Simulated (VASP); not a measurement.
# TaN (Fm-3m) in VASP: notebook

TaN is run at these levels: PBE, LDA; tasks: single point.

Everything below comes from runs of VASP 6.6.1. Logs are shortened: lines on timing, memory, paths and dates and some standing lists are left out, and cuts for length are marked.

### 1 The cell of the first run

It takes space group Fm-3m (No. 225, cubic). The conventional cell has a = 4.393 Å, b = 4.393 Å, c = 4.393 Å, α = 90.00°, β = 90.00°, γ = 90.00°. Within 2.9 Å of Ta (site symmetry m-3m) lie 6 N at 2.20 Å. N (site symmetry m-3m) has 6 Ta at 2.20 Å within 2.9 Å.

### 2 Single point, PBE

INCAR

```
ALGO = Normal
EDIFF = 1E-6
ENCUT = 600
GGA = PE
GGA_COMPAT = False
ISIF = 2
ISMEAR = -1
LASPH = True
LCHARG = False
LREAL = False
LWAVE = False
NBANDS = 16
NELM = 120
PREC = Accurate
SIGMA = 0.05
```

KPOINTS

```
k-points
0
Gamma
  10 10 10
```

POSCAR

```
TaN
1.0
    0.0000000000      2.1964814589      2.1964814589
    2.1964814589      0.0000000000      2.1964814589
    2.1964814589      2.1964814589      0.0000000000
Ta N
1 1
Direct
    0.5000000000      0.5000000000      0.5000000000
    0.0000000000      0.0000000000      0.0000000000
```

Potentials or basis: VASP PAW PBE potentials, release 64 (Ta_sv_GW, N).

The run is started by

```sh
> cat potpaw_PBE.64/Ta_sv_GW/POTCAR potpaw_PBE.64/N/POTCAR > POTCAR
> mpirun -np 1 vasp_std > vasp.out
```

OUTCAR:

```text
EDIFF = 1E-6
   ENCUT = 600
   GGA = PE
   ISIF = 2
   ISMEAR = -1
   LASPH = True
   LREAL = False
   NELM = 120
   PREC = Accurate

 ion  position               nearest neighbor table
   1  0.500  0.500  0.500-   2 2.20   2 2.20   2 2.20   2 2.20   2 2.20   2 2.20
   2  0.000  0.000  0.000-   1 2.20   1 2.20   1 2.20   1 2.20   1 2.20   1 2.20

  LATTYP: Found a face centered cubic cell.
 ALAT       =     4.3929629178

  Lattice vectors:

 A1 = (   0.0000000000,   2.1964814589,   2.1964814589)
 A2 = (   2.1964814589,   0.0000000000,   2.1964814589)
 A3 = (   2.1964814589,   2.1964814589,   0.0000000000)

Analysis of symmetry for initial positions (statically):
=====================================================================
 Subroutine PRICEL returns:
 Original cell was already a primitive cell.

 Routine SETGRP: Setting up the symmetry group for a
 face centered cubic supercell.

 Subroutine GETGRP returns: Found 48 space group operations
 (whereof 48 operations were pure point group operations)
 out of a pool of 48 trial point group operations.

The static configuration has the point symmetry O_h .

Analysis of symmetry for dynamics (positions and initial velocities):
=====================================================================
 Subroutine PRICEL returns:
 Original cell was already a primitive cell.

 Routine SETGRP: Setting up the symmetry group for a
 face centered cubic supercell.

 Subroutine GETGRP returns: Found 48 space group operations
 (whereof 48 operations were pure point group operations)
 out of a pool of 48 trial point group operations.

The dynamic configuration has the point symmetry O_h .

 Subroutine INISYM returns: Found 48 space group operations
 (whereof 48 operations are pure point group operations),
 and found     1 'primitive' translations

----------------------------------------------------------------------------------------

                                     Primitive cell

  volume of cell :      21.1940

  direct lattice vectors                    reciprocal lattice vectors
     0.000000000  2.196481459  2.196481459    -0.227636795  0.227636795  0.227636795
     2.196481459  0.000000000  2.196481459     0.227636795 -0.227636795  0.227636795
     2.196481459  2.196481459  0.000000000     0.227636795  0.227636795 -0.227636795

  length of vectors
     3.106293869  3.106293869  3.106293869     0.394278495  0.394278495  0.394278495

  position of ions in fractional coordinates (direct lattice)
     0.500000000  0.500000000  0.500000000
     0.000000000  0.000000000  0.000000000

  ion indices of the primitive-cell ions
   primitive index   ion index
                 1           1
                 2           2

----------------------------------------------------------------------------------------

 KPOINTS: k-points

Automatic generation of k-mesh.
 Grid dimensions read from file:
 generate k-points for:   10   10   10

 Generating k-lattice:

  Cartesian coordinates                     Fractional coordinates (reciprocal lattice)
    -0.022763680  0.022763680  0.022763680     0.100000000  0.000000000  0.000000000
     0.022763680 -0.022763680  0.022763680     0.000000000  0.100000000  0.000000000
     0.022763680  0.022763680 -0.022763680     0.000000000  0.000000000  0.100000000

  Length of vectors
     0.039427849  0.039427849  0.039427849

  Shift w.r.t. Gamma in fractional coordinates (k-lattice)
     0.000000000  0.000000000  0.000000000

 Subroutine IBZKPT returns following result:
 ===========================================

 Found     47 irreducible k-points:

 Following reciprocal coordinates:
            Coordinates               Weight
  0.000000  0.000000  0.000000      1.000000
  0.100000  0.000000  0.000000      8.000000
  0.200000  0.000000  0.000000      8.000000
  0.300000  0.000000  0.000000      8.000000
  0.400000  0.000000  0.000000      8.000000
  0.500000  0.000000  0.000000      4.000000
[... 16 lines left out ...]
  0.300000  0.300000  0.000000      6.000000
  0.400000  0.300000  0.000000     24.000000
 [... further k-points ...]
   k-points           NKPTS =     47   k-points in BZ     NKDIM =     47   number of bands    NBANDS=     16
   number of dos      NEDOS =    301   number of ions     NIONS =      2
   total plane-waves  NPLWV =  21952
   dimension x,y,z NGX =    28 NGY =   28 NGZ =   28
   dimension x,y,z NGXF=    56 NGYF=   56 NGZF=   56
   ions per type =               1   1
   NGX,Y,Z   is equivalent  to a cutoff of  14.99, 14.99, 14.99 a.u.
   NGXF,Y,Z  is equivalent  to a cutoff of  29.97, 29.97, 29.97 a.u.
 SYSTEM =  unknown system
   PREC   = accura    normal or accurate (medium, high low for compatibility)
   ISTART =      0    job   : 0-new  1-cont  2-samecut
   ICHARG =      2    charge: 1-file 2-atom 10-const
   ISPIN  =      1    spin polarized calculation?
   LNONCOLLINEAR =      F non collinear calculations
   LSORBIT =      F    spin-orbit coupling
   LASPH  =      T    aspherical Exc in radial PAW
   ENCUT  =  600.0 eV  44.10 Ry    6.64 a.u.   6.20  6.20  6.20*2*pi/ulx,y,z
   NELM   =    120;   NELMIN=  2; NELMDL= -5     # of ELM steps
   EDIFF  = 0.1E-05   stopping-criterion for ELM
   LREAL  =      F    real-space projection
   EDIFFG = 0.1E-04   stopping-criterion for IOM
   NSW    =      0    number of steps for IOM
   IBRION =     -1    ionic relax: 0-MD 1-quasi-New 2-CG
   NFREE  =      0    steps in history (QN), initial steepest desc. (CG)
   ISIF   =      2    stress and relaxation
   ISYM   =      2    0-nonsym 1-usesym 2-fastsym
   POTIM  = 0.5000    time-step for ionic-motion
   TEBEG  =    0.0;   TEEND  =   0.0 temperature during run
   PSTRESS=    0.0 pullay stress
   NELECT =      18.0000    total number of electrons
   NUPDOWN=      -1.0000    fix difference up-down
   EMIN   =  10.00;   EMAX   =-10.00  energy-range for DOS
   EFERMI =   0.00;   METHOD = LEGACY
   ISMEAR =    -1;   SIGMA  =   0.05  broadening in eV -4-tet -1-fermi 0-gaus
   EFERMI_NEDOS =   21; number of points for ismear=-14 and -15
   IALGO  =     38    algorithm
   IMIX   =      4    mixing-type and parameters
     AMIX     =   0.40;   BMIX     =  1.00
     AMIX_MAG =   1.60;   BMIX_MAG =  1.00
  volume/ion in A,a.u.               =      10.60        71.51
  Fermi-wavevector in a.u.,A,eV,Ry     =   1.550344  2.929726 32.702516  2.403567
  Thomas-Fermi vector in A             =   2.655021
   LORBIT       =      0    0 simple, 1 ext, 2 COOP (PROOUT), +10 PAW based schemes
   GGA     = PE    functional components
   LHFCALC =     F    Hartree Fock is set to
   AEXX    =    0.0000 exact exchange contribution
   IVDW    =     0    specifies the selected vdW correction
   LEPSILON=     F    determine dielectric tensor
   LRPA    =     F    only Hartree local field effects (RPA)
 non-spin polarized calculation
  energy-cutoff  :      600.00
  volume of cell :       21.19
 maximum number of plane-waves:       725
 NGX is ok and might be reduce to    28
   NGX = 13   NGY = 13   NGZ = 13

 number of electron      18.0000000 magnetization

 Free energy of the ion-electron system (eV)
  ---------------------------------------------------
  ext. energy  EPLUGINS =         0.00000000
  ---------------------------------------------------
  free energy    TOTEN  =       -24.36529875 eV

  energy without entropy =      -24.35965505  energy(sigma->0) =      -24.36247690

 E-fermi :  13.8901     XC(G=0): -13.8017

 val. band max:       13.7867007921   @ k =  -0.2000   0.2000   0.0000
 cond. band min:      13.9266283348   @ k =  -0.3000   0.3000   0.1000
 fundamental gap:      0.1399275427
 Fermi energy:        13.8901004211

 k-point     1 :       0.0000    0.0000    0.0000
  band No.  band energies     occupation
      1     -55.7179      2.00000
      2     -21.8945      2.00000
      3     -21.8945      2.00000
      4     -21.8945      2.00000
      5      -5.0045      2.00000
      6      10.0378      2.00000
[... 8 lines left out ...]
     15      23.0323      0.00000
     16      38.0181      0.00000

 k-point     2 :       0.1000    0.0000    0.0000
  band No.  band energies     occupation
      1     -55.7124      2.00000
      2     -21.9829      2.00000
      3     -21.9025      2.00000
      4     -21.9025      2.00000
      5      -4.7646      2.00000
      6       8.9316      2.00000
[... 8 lines left out ...]
     15      23.7596      0.00000
     16      35.1405      0.00000

 k-point     3 :       0.2000    0.0000    0.0000
  band No.  band energies     occupation
      1     -55.6982      2.00000
      2     -22.2079      2.00000
      3     -21.9236      2.00000
      4     -21.9236      2.00000
      5      -4.1101      2.00000
      6       7.0957      2.00000
[... 8 lines left out ...]
     15      25.4572      0.00000
     16      31.8915      0.00000

 k-point     4 :       0.3000    0.0000    0.0000
  band No.  band energies     occupation
      1     -55.6806      2.00000
      2     -22.4738      2.00000
      3     -21.9493      2.00000
      4     -21.9493      2.00000
      5      -3.2162      2.00000
      6       5.3502      2.00000
[... 8 lines left out ...]
     15      26.0580      0.00000
     16      29.8391      0.00000
[... 324 lines left out ...]
 k-point    22 :      -0.2000    0.2000    0.0000
  band No.  band energies     occupation
      1     -55.6746      2.00000
      2     -22.4257      2.00000
      3     -22.1147      2.00000
      4     -21.9402      2.00000
      5      -3.1429      2.00000
      6       5.2525      2.00000
[... 8 lines left out ...]
     15      26.4511      0.00000
     16      27.0695      0.00000

 k-point    23 :       0.3000    0.3000    0.0000
  band No.  band energies     occupation
      1     -55.6685      2.00000
      2     -22.4059      2.00000
      3     -22.0829      2.00000
      4     -22.0829      2.00000
      5      -3.5857      2.00000
      6       5.6836      2.00000
[... 8 lines left out ...]
     15      26.8816      0.00000
     16      29.5345      0.00000

 k-point    24 :       0.4000    0.3000    0.0000
  band No.  band energies     occupation
      1     -55.6572      2.00000
      2     -22.5084      2.00000
      3     -22.1390      2.00000
      4     -22.1129      2.00000
      5      -3.4507      2.00000
      6       5.9067      2.00000
[... 8 lines left out ...]
     15      24.5527      0.00000
     16      29.1122      0.00000

 [... further k-points ...]

------------------------ aborting loop because EDIFF is reached ----------------------------------------

  FORCE on cell =-STRESS in cart. coord.  units (eV):
  Direction    XX          YY          ZZ          XY          YZ          ZX
  --------------------------------------------------------------------------------------
  -------------------------------------------------------------------------------------
  Total        0.7255740      0.7255740      0.7255740      0.0000000      0.0000000      0.0000000
  in kB       54.8503820     54.8503820     54.8503820      0.0000000      0.0000000      0.0000000
  external PRESSURE =      54.8503820 kB  Pullay stress =       0.0000000 kB

 VOLUME and BASIS-vectors are now :
 -----------------------------------------------------------------------------
  energy-cutoff  :      600.00
  volume of cell :       21.19
      direct lattice vectors                 reciprocal lattice vectors
     0.000000000  2.196481459  2.196481459    -0.227636795  0.227636795  0.227636795
     2.196481459  0.000000000  2.196481459     0.227636795 -0.227636795  0.227636795
     2.196481459  2.196481459  0.000000000     0.227636795  0.227636795 -0.227636795

 POSITION                                       TOTAL-FORCE (eV/Angst)
 -----------------------------------------------------------------------------------
      2.19648      2.19648      2.19648        -0.000000     -0.000000      0.000000
      0.00000      0.00000      0.00000         0.000000      0.000000     -0.000000
 -----------------------------------------------------------------------------------
    total drift:                                0.000000      0.000000      0.000000

  FREE ENERGIE OF THE ION-ELECTRON SYSTEM (eV)
  ---------------------------------------------------
  free  energy   TOTEN  =       -24.3652987519 eV

  energy  without entropy=      -24.3596550466  energy(sigma->0) =      -24.36247690
```

Run time: 33 s. Hardware: 1 thread of AMD EPYC 7R13 (Zen 3), shared host; peak memory 0.15 GiB.

What came out:

```yaml
Free_energy: -24.3653 eV
Pressure: 5.5 GPa
Band_gap_on_the_k_mesh: zero (band 9 reaches 15.78 eV, above the bottom of band 10 at 11.75 eV)
```

Levels at points of the mesh, in eV from the Fermi level:
```
           k point  band 6  band 7  band 8  band 9  band 10  band 11  band 12  band 13
(0.00, 0.00, 0.00)   -3.85   -3.85   -3.85   -2.14    -2.14    -2.14     0.04     0.04
(0.50, 0.00, 0.00)  -10.42   -7.62   -7.62    1.89     1.89     1.98     3.78     7.54
(0.50, 0.50, 0.00)   -6.67   -5.51   -4.66   -4.66     2.11     3.54     3.54     4.54
```

Caveat: spin-orbit coupling is left out, which moves the levels of the heavy elements.

[end of part 1 of 2]
